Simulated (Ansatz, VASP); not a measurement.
# Two plane-wave programs on Hf3F

```
CELL_PARAMETERS angstrom
3.01827 0.00000 0.00000
0.00000 4.21978 0.00000
0.00000 0.00000 5.91486
ATOMIC_POSITIONS crystal
Hf 0.00000 0.00000 0.50000
Hf 0.50000 0.50000 0.75392
Hf 0.50000 0.50000 0.24608
F 0.00000 0.00000 0.00000
```

Change from the starting cell: species swapped into the Mn3Fe type (Pmmm, No. 47).

Alike in both runs: task relaxation of cell and atoms; functional PBE; k mesh 6 × 4 × 4; occupations gaussian, width 0.1 eV; no spin polarisation.

```csv
,VASP,Ansatz
version,VASP 6.6.1,Ansatz 0.2.0
potentials or method,"VASP PAW PBE potentials, release 64 (Hf_pv, F), cutoff 600 eV","scalar-relativistic, plane waves, PAW"
valence electrons in the cell,37,85
```

|  | VASP | Ansatz | Ansatz less VASP |
| --- | --- | --- | --- |
| gap on the k mesh at the Fermi level, each at its own relaxed structure (eV) | none | none | - |
| relaxed volume (Å³/atom) | 18.86 | 19.17 | +0.314 |
| relaxed cell length with the largest relative difference (Å) | 7.802 | 8.001 | +0.1995 |

A gap of «none» marks a metal or a gap that the smearing closes. VASP's potentials hold 37 valence electrons a cell and Ansatz's 85, so a difference there can come from the potentials and not from the codes.

The k mesh is coarse, so the values compare programs but aren't converged. Neither program's run includes spin-orbit coupling.
